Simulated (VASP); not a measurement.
Wanted: the native input for a VASP 6.6.1 run.

```yaml
Task: single point
Functional: PBEsol
Potentials_or_basis: VASP PAW PBE potentials, release 64 (Te, Pt)
Cutoff: 520 eV
k_mesh: 10 × 10 × 10
Occupations: fermi-dirac, width 0.08 eV
Spin: no spin polarisation
Dipole_correction: no
Further_INCAR_settings: ALGO = Normal; EDIFF = 1e-06; NBANDS = 24
```

The structure of TePt lies in POSCAR:

```
TePt
1.0
    1.9869027448      1.1471388346      6.9227446657
   -1.9869027448      1.1471388346      6.9227446657
    0.0000000000     -2.2942776691      6.9227446657
Te Pt
2 2
Direct
    0.9046298600      0.9046298600      0.9046298600
    0.0953701400      0.0953701400      0.0953701400
    0.6305913400      0.6305913400      0.6305913400
    0.3694086600      0.3694086600      0.3694086600
```

The input as run:

INCAR

```
SYSTEM = TePt
PREC     = Accurate       ! precision mode
ENCUT    = 520            ! plane-wave cutoff, eV
EDIFF    = 1E-6           ! SCF threshold, eV
ISMEAR   = -1             ! smearing method
SIGMA    = 0.08           ! smearing width, eV
LREAL    = .False.        ! projectors in reciprocal space
LASPH    = .True.         ! aspherical terms in the spheres
NELM     = 60             ! most SCF steps
ALGO     = Normal         ! electronic algorithm
ISIF     = 2              ! what is computed and relaxed
LWAVE    = .False.        ! write WAVECAR
LCHARG   = .True.         ! write CHGCAR
GGA      = PS             ! functional
LELF     = .True.         ! ELF
LVHAR    = .True.       
NBANDS   = 24             ! bands
```

KPOINTS

```
Automatic mesh
0
Gamma
  10 10 10
  0 0 0
```

Potentials or basis: VASP PAW PBE potentials, release 64 (Te, Pt).

Command:

```bash
$ cat potpaw_PBE.64/Te/POTCAR potpaw_PBE.64/Pt/POTCAR > POTCAR
$ mpirun -np 1 vasp_std > vasp.out
```

It gave:

```
Pressure               : -2.7 GPa
Largest force          : 0.173 eV/Å
Band gap on the k mesh : zero (bands 16 and 17 overlap by 2.44 eV)
```

Caveat: the PAW data sets were made with another functional, which shifts forces and pressure a little; spin-orbit coupling is left out, which moves the levels of the heavy elements.

Run time: 18 min on 1 thread of Intel(R) Xeon(R) Platinum 8259CL CPU @ 2.50GHz (Skylake/Cascade Lake), on a shared host, peak memory 0.53 GiB.
